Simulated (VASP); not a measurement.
# Sn: single point with PBEsol

Sn:

```
Sn
1.0
     4.61049    0.00000    0.00000
    -2.30524    3.99280    0.00000
     0.00000    0.00000    7.58028
Sn
4
Direct
  0.66667 0.33333 0.06267
  0.33333 0.66667 0.56267
  0.66667 0.33333 0.43733
  0.33333 0.66667 0.93733
```

This isn't the form of Sn at room conditions, which is tetragonal (white tin).

- Program: VASP 6.6.1
- Task: single point
- Functional: PBEsol
- Potentials or basis: VASP PAW PBE potentials, release 64 (Sn_d)
- Cutoff: 520 eV
- k mesh: 12 × 12 × 6
- Occupations: gaussian, width 0.1 eV
- Spin: no spin polarisation
- Dipole correction: no
- Further INCAR settings: ALGO = Fast; EDIFF = 1e-06; NBANDS = 36

```
Pressure               : -0.1 GPa
Band gap on the k mesh : zero (bands 28 and 29 overlap by 0.06 eV)
```

Levels at points of the mesh, in eV from the Fermi level:
| k point | band 25 | band 26 | band 27 | band 28 | band 29 | band 30 | band 31 | band 32 |
| --- | --- | --- | --- | --- | --- | --- | --- | --- |
| (0.00, 0.00, 0.00) | -1.20 | -0.84 | -0.36 | -0.07 | 0.11 | 0.11 | 1.90 | 1.90 |
| (0.50, 0.00, 0.00) | -3.60 | -2.47 | -2.17 | -1.17 | 0.51 | 1.12 | 3.04 | 3.14 |
| (0.00, 0.00, 0.50) | -0.69 | -0.69 | -0.69 | -0.69 | 0.25 | 0.25 | 2.81 | 2.81 |
| (0.50, 0.00, 0.50) | -2.05 | -2.05 | -1.94 | -1.94 | 0.38 | 0.38 | 1.85 | 1.85 |

Wall time 7.3 min on 1 thread of AMD EPYC 7R43 64-Core Processor (Zen 3), with other jobs on the host, peak memory 0.39 GiB.

Caveat: the PAW data sets were made with another functional, which shifts forces and pressure a little; spin-orbit coupling is left out, which moves the levels of the heavy elements.
